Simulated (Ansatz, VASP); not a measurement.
**One calculation of ZrC, two programs**

```
CELL_PARAMETERS angstrom
0.00000 2.25620 2.44422
2.25620 0.00000 2.44422
2.25620 2.25620 0.00000
ATOMIC_POSITIONS crystal
Zr 0.50000 0.50000 0.50000
C 0.00000 0.00000 0.00000
```

Change from the starting cell: strain -0.040 along x and y, +0.040 along z, atoms carried along.

Alike in both runs: task single point; functional PBE; k mesh 18 × 18 × 18; occupations gaussian, width 0.15 eV; no spin polarisation.

```csv
,VASP,Ansatz
version,VASP 6.6.1,Ansatz 0.2.0
potentials or method,"VASP PAW PBE potentials, release 64 (Zr_sv, C), cutoff 520 eV","scalar-relativistic, plane waves, PAW"
valence electrons in the cell,16,16
```

```csv
,VASP,Ansatz,Ansatz less VASP
gap on the k mesh at the Fermi level (eV),none,none,-
pressure (GPa),14.9,14.6,-0.27
"traceless stress, the component that is largest in VASP (GPa)",-21.72,-21.61,+0.108
```

A gap of «none» marks a metal or a gap that the smearing closes.
